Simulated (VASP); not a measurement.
Runs of VASP 6.6.1 on BeSe (zincblende type). It takes space group F-43m (No. 216, cubic). The conventional cell has a = 5.177 Å, b = 5.177 Å, c = 5.177 Å, α = 90.00°, β = 90.00°, γ = 90.00°. Be (site symmetry -43m) has 4 Se at 2.24 Å within 3.0 Å. Within 3.0 Å of Se (site symmetry -43m) lie 4 Be at 2.24 Å. 

```csv
task,level,potentials or basis,spin,cutoff (eV),gap on the mesh (eV),pressure (GPa)
electric field gradients,PBEsol,"VASP PAW PBE potentials, release 64 (Be, Se)",off,520,2.51,(a)
electric field gradients,r2SCAN,"VASP PAW PBE potentials, release 64 (Be, Se)",off,580,3.14,-0.4
electric field gradients,LDA,"VASP PAW LDA potentials, release 64 (Be, Se)",off,520,2.51,(b)
single point,PBE,"VASP PAW PBE potentials, release 64 (Be, Se)","non-collinear, zero start, SOC",600,-,0.2
single point,PBE,"VASP PAW PBE potentials, release 64 (Be, Se)",off,600,2.66,0.2
```

Alike in all rows: cell as given; k mesh 14 × 14 × 14; smearing fermi-dirac 0.05 eV.

Fill in the values left out.

(a) -1.8; (b) -4.0.

Caveats: the PAW data sets were made with another functional, which shifts forces and pressure a little (at least some runs); the cell stands under tension (at least some runs).

A k mesh can miss the band edges, and rows without SOC leave out spin-orbit coupling on Se.
